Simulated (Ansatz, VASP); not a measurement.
# Ga2O3: VASP beside Ansatz

Contents of INCAR:

```
SYSTEM = Ga2O3
PREC = Accurate ; ENCUT = 520
EDIFF = 1E-6 ; ISMEAR = 0
SIGMA = 0.05 ; LREAL = .FALSE.
LASPH = .TRUE. ; NELM = 80
ALGO = Normal ; ISIF = 2
LWAVE = .FALSE. ; LCHARG = .FALSE.
GGA = PE ; NBANDS = 55
```

Contents of KPOINTS:

```
Automatic mesh
0
G
  6 6 6
  0 0 0
```

Contents of POSCAR:

```
Ga2O3
1.0
    2.5287245564      1.4599598033      4.5410352127
   -2.5287245564      1.4599598033      4.5410352127
    0.0000000000     -2.9199196066      4.5410352127
Ga O
4 6
Direct
    0.3632092240      0.3632092240      0.3632092240
    0.1367907760      0.1367907760      0.1367907760
    0.6514717162      0.6514717162      0.6514717162
    0.8485282838      0.8485282838      0.8485282838
    0.5549162960      0.9450837040      0.2500000000
    0.2500000000      0.5549162960      0.9450837040
    0.9450837040      0.2500000000      0.5549162960
    0.4485696296      0.0514303704      0.7500000000
    0.7500000000      0.4485696296      0.0514303704
    0.0514303704      0.7500000000      0.4485696296
```

Input for Ansatz:

```yaml
crystal:
  lattice:
    - [2.5287245564, 1.4599598033, 4.5410352127]
    - [-2.5287245564, 1.4599598033, 4.5410352127]
    - [0.0, -2.9199196066, 4.5410352127]
  atoms:
    - { symbol: Ga, position: [0.363209224, 0.363209224, 0.363209224] }
    - { symbol: Ga, position: [0.136790776, 0.136790776, 0.136790776] }
    - { symbol: Ga, position: [0.6514717162, 0.6514717162, 0.6514717162] }
    - { symbol: Ga, position: [0.8485282838, 0.8485282838, 0.8485282838] }
    - { symbol: O, position: [0.554916296, 0.945083704, 0.25] }
    - { symbol: O, position: [0.25, 0.554916296, 0.945083704] }
    - { symbol: O, position: [0.945083704, 0.25, 0.554916296] }
    - { symbol: O, position: [0.4485696296, 0.0514303704, 0.75] }
    - { symbol: O, position: [0.75, 0.4485696296, 0.0514303704] }
    - { symbol: O, position: [0.0514303704, 0.75, 0.4485696296] }
basis:
  ecutwfc: 420
kpoints:
  mp_grid: { grid: [6, 6, 6] }
hamiltonian:
  xc: pbe
scf:
  occupations: { method: gaussian, width: 0.05 }
output:
  forces: true
  stress: true
  eigenvalues: true
  write_density: true
  write_potential: true
  elf: true
  volumetric_format: npy
```

Change from the starting cell: mode 17 (318.2 1/cm) frozen in, largest displacement -0.100 Å.

Alike in both runs: task single point; functional PBE; k mesh 6 × 6 × 6; occupations gaussian, width 0.05 eV; no spin polarisation.

|  | VASP | Ansatz |
| --- | --- | --- |
| version | VASP 6.6.1 | Ansatz 0.2.0 |
| potentials or method | VASP PAW PBE potentials, release 64 (Ga_d, O), cutoff 520 eV | scalar-relativistic, plane waves, PAW |
| valence electrons in the cell | 88 | 88 |

```tsv
	VASP	Ansatz	Ansatz less VASP
gap on the k mesh at the Fermi level (eV)	1.89	1.91	+0.018
least direct gap on the mesh (eV)	1.91	1.93	+0.017
pressure (GPa)	2.2	1.3	-0.86
traceless stress, the component that is largest in VASP (GPa)	-1.15	-1.06	+0.099
rms of the force components (eV/Å)	0.968	0.956	-0.0118
```

Atom by atom the forces differ by 0.013 eV/Å (rms over components).
